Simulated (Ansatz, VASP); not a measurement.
## One calculation of GaP, two programs

The input INCAR:

```
PREC = Accurate ; ENCUT = 520
EDIFF = 1E-6 ; ISMEAR = 0
SIGMA = 0.05 ; LREAL = False
LASPH = True ; NELM = 100
ALGO = Normal ; ISIF = 2
LWAVE = False ; LCHARG = True
GGA = PE ; LELF = True
LVHAR = True ; NBANDS = 16
```

The input KPOINTS:

```
Automatic mesh
0
Gamma
  10 10 10
```

The input POSCAR:

```
GaP
1.0
    0.0000000000      2.6081702735      2.7512344657
    2.7512344657      0.0000000000      2.7512344657
    2.7512344657      2.6081702735      0.0000000000
Ga P
1 1
Direct
    0.0000000000      0.0000000000      0.0000000000
    0.7500000000      0.7500000000      0.7500000000
```

Input for Ansatz:

```yaml
crystal:
  lattice:
    - [0.0, 2.6081702735, 2.7512344657]
    - [2.7512344657, 0.0, 2.7512344657]
    - [2.7512344657, 2.6081702735, 0.0]
  atoms:
    - { symbol: Ga, position: [0.0, 0.0, 0.0] }
    - { symbol: P, position: [0.75, 0.75, 0.75] }
basis:
  ecutwfc: 420
kpoints:
  mp_grid: { grid: [10, 10, 10] }
hamiltonian:
  xc: pbe
scf:
  occupations: { method: gaussian, width: 0.05 }
output:
  forces: true
  stress: true
  eigenvalues: true
```

Alike in both runs: task single point; functional PBE; k mesh 10 × 10 × 10; occupations gaussian, width 0.05 eV; no spin polarisation.

|  | VASP | Ansatz |
| --- | --- | --- |
| version | VASP 6.6.1 | Ansatz 0.2.0 |
| potentials or method | VASP PAW PBE potentials, release 64 (Ga_d, P), cutoff 520 eV | scalar-relativistic, plane waves, PAW |
| valence electrons in the cell | 18 | 18 |

Ansatz gave:

```
gap on the k mesh at the Fermi level (eV)                     : 1.06
least direct gap on the mesh (eV)                             : 1.83
pressure (GPa)                                                : 4.7
traceless stress, the component that is largest in VASP (GPa) : 2.34
```

Estimate VASP's values.

gap on the k mesh at the Fermi level (eV): 1.06; least direct gap on the mesh (eV): 1.83; pressure (GPa): 4.6; traceless stress, the component that is largest in VASP (GPa): 2.35.
